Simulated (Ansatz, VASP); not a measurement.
# Pt in VASP and in Ansatz

```
Pt
1.0
     2.75725    0.00000    0.00000
    -1.37863    2.38785    0.00000
     0.00000    0.00000    9.32375
Pt
4
Cartesian
  0.0000 0.0000 0.0000
  0.0000 0.0000 4.6619
  0.0000 1.5919 6.9928
  1.3786 0.7960 2.3309
```

Alike in both runs: functional r2SCAN; k mesh 9 × 9 × 2; occupations gaussian, width 0.1 eV; no spin polarisation.

Ansatz relaxed the structure, and its values are those at the end. VASP's run is a single point on that final structure, the one shown.

|  | VASP | Ansatz |
| --- | --- | --- |
| version | VASP 6.6.1 | Ansatz 0.2.0 |
| potentials or method | VASP PAW PBE potentials, release 64 (Pt), cutoff 520 eV | scalar-relativistic, plane waves, PAW |
| valence electrons in the cell | 40 | 72 |

VASP gave:

| Item | Value |
| --- | --- |
| gap on the k mesh at the Fermi level (eV) | none |
| pressure (GPa) | 0.6 |

Estimate Ansatz's values.

gap on the k mesh at the Fermi level (eV): none; pressure (GPa): -0.1.

VASP's potentials were made for PBE, not for r2SCAN. A gap of «none» marks a metal or a gap that the smearing closes. VASP's potentials hold 40 valence electrons a cell and Ansatz's 72, so a difference there can come from the potentials and not from the codes.

Spin-orbit coupling is off throughout.
